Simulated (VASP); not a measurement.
The system is TiB2.

```
CELL_PARAMETERS angstrom
3.02920 0.00000 0.00000
-1.51460 2.62336 0.00000
0.00000 0.00000 3.22840
ATOMIC_POSITIONS crystal
Ti 0.00000 0.00000 0.00000
B 0.33333 0.66667 0.50000
B 0.66667 0.33333 0.50000
```

| Item | Value |
| --- | --- |
| Program | VASP 6.6.1 |
| Task | relaxation of cell and atoms |
| Functional | PBEsol |
| Potentials or basis | VASP PAW PBE potentials, release 64 (Ti_sv, B) |
| Cutoff | 600 eV |
| k mesh | 15 × 15 × 14 |
| Occupations | gaussian, width 0.1 eV |
| Spin | no spin polarisation |

At the start: pressure -4.8 GPa; volume 8.55 Å³/atom.

**Question.** How do energy, volume and symmetry change on relaxing?

**Answer.** Over 4 steps the energy falls by 3.2 meV/atom and the volume is 8.38 Å³/atom (-2.0 %); space group P6/mmm (No. 191, to 0.05 Å).

Step by step:
```tsv
step	energy change (eV)	largest force (eV/Å)	pressure (GPa)	volume (Å³)
1	0.0000	0.0000	-4.83	25.66
2	-0.0027	0.0000	4.89	24.71
3	-0.0087	0.0000	0.33	25.13
4	-0.0095	0.0000	0.01	25.14
```

Final structure:
```cif
data_structure
_symmetry_space_group_name_H-M 'P 1'
_symmetry_Int_Tables_number 1
_cell_length_a 3.0191
_cell_length_b 3.0191
_cell_length_c 3.1851
_cell_angle_alpha 90.000
_cell_angle_beta 90.000
_cell_angle_gamma 120.000
_cell_volume 25.14
loop_
_atom_site_label
_atom_site_type_symbol
_atom_site_fract_x
_atom_site_fract_y
_atom_site_fract_z
_atom_site_occupancy
Ti1 Ti 0.00000 0.00000 0.00000 1
B1 B 0.33333 0.66667 0.50000 1
B2 B 0.66667 0.33333 0.50000 1
```

Caveat: the PAW data sets were made with another functional, which shifts forces and pressure a little.
